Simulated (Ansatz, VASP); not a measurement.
One calculation of KF, two programs

```xyz
2
Lattice="0.0000 2.7096 2.7096 2.7096 0.0000 2.7096 2.7096 2.7096 0.0000" Properties=species:S:1:pos:R:3 pbc="T T T"
K     0.0000    0.0000    0.0000
F     2.7096    2.7096    2.7096
```

Alike in both runs: functional PBE; k mesh 8 × 8 × 8; occupations gaussian, width 0.02 eV; no spin polarisation.

Ansatz relaxed the structure, and its values are those at the end. VASP's run is a single point on that final structure, the one shown.

|  | VASP | Ansatz |
| --- | --- | --- |
| version | VASP 6.6.1 | Ansatz 0.2.0 |
| potentials or method | VASP PAW PBE potentials, release 64 (K_sv, F), cutoff 600 eV | scalar-relativistic, plane waves, PAW |
| valence electrons in the cell | 16 | 16 |

|  | VASP | Ansatz | Ansatz less VASP |
| --- | --- | --- | --- |
| gap on the k mesh at the Fermi level (eV) | 5.95 | 5.97 | +0.013 |
| least direct gap on the mesh (eV) | 5.95 | 5.97 | +0.013 |
| pressure (GPa) | 0.0 | 0.0 | +0.02 |

With one functional, cell and mesh, what is left measures potentials, basis and numerics.
